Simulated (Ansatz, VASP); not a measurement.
**One calculation of Sb, two programs**

Contents of INCAR:

```
SYSTEM = Sb
AGGAC = 1.0
AGGAX = 1.0
ALDAC = 0.0
ALDAX = 1.0
ALGO = Normal
EDIFF = 1E-6
EDIFFG = -0.01
ENCUT = 600
GGA = B5
IBRION = 2
ISIF = 3
ISMEAR = -1
LASPH = .TRUE.
LCHARG = .FALSE.
LREAL = .FALSE.
LWAVE = .FALSE.
NELM = 60
NSW = 80
PREC = Accurate
SIGMA = 0.1
```

File KPOINTS:

```
k-points
0
G
  7 7 10
  0 0 0
```

The input POSCAR:

```
Sb
1.0
    5.3555937617      0.0000000000      0.0000000000
   -2.6777968808      4.6380802500      0.0000000000
    0.0000000000      0.0000000000      3.2829789759
Sb
3
Direct
    0.0000000000      0.0000000000      0.0000000000
    0.3333333333      0.6666666667      0.5000000000
    0.6666666667      0.3333333333      0.5000000000
```

Input for Ansatz:

```yaml
crystal:
  lattice:
    - [5.3555937617, 0.0, 0.0]
    - [-2.6777968808, 4.63808025, 0.0]
    - [0.0, 0.0, 3.2829789759]
  atoms:
    - { symbol: Sb, position: [0.0, 0.0, 0.0] }
    - { symbol: Sb, position: [0.3333333333, 0.6666666667, 0.5] }
    - { symbol: Sb, position: [0.6666666667, 0.3333333333, 0.5] }
hamiltonian:
  xc: blyp
  pseudopotentials:
    kind: paw
    azcp:
      Sb: "pseudopotentials/Sb.paw.azcp"
basis:
  ecutwfc: 420
  fft_grid_basis: typed
kpoints:
  mp_grid: { grid: [7, 7, 10], shift: [0, 0, 0] }
magnetization:
  spin_polarized: false
scf:
  occupations: { method: fermi_dirac, width: 0.1 }
relax:
  max_steps: 60
  f_tol: 0.01
  cell: {}
```

Alike in both runs: task relaxation of cell and atoms; functional BLYP; k mesh 7 × 7 × 10; occupations fermi-dirac, width 0.1 eV; no spin polarisation.

```csv
,VASP,Ansatz
version,VASP 6.6.1,Ansatz 0.2.0
potentials or method,"VASP PAW PBE potentials, release 64 (Sb), cutoff 600 eV","plane waves (420 eV) with PAW, scalar-relativistic"
valence electrons in the cell,15,45
```

|  | VASP | Ansatz | Ansatz less VASP |
| --- | --- | --- | --- |
| relaxed volume (Å³/atom) | 30.56 | 30.50 | -0.058 |
| relaxed cell length with the largest relative difference (Å) | 3.333 | 3.329 | -0.0035 |

VASP's potentials were made for PBE, not for BLYP. VASP's potentials hold 15 valence electrons a cell and Ansatz's 45, so a difference there can come from the potentials and not from the codes.

Spin-orbit coupling is off throughout.
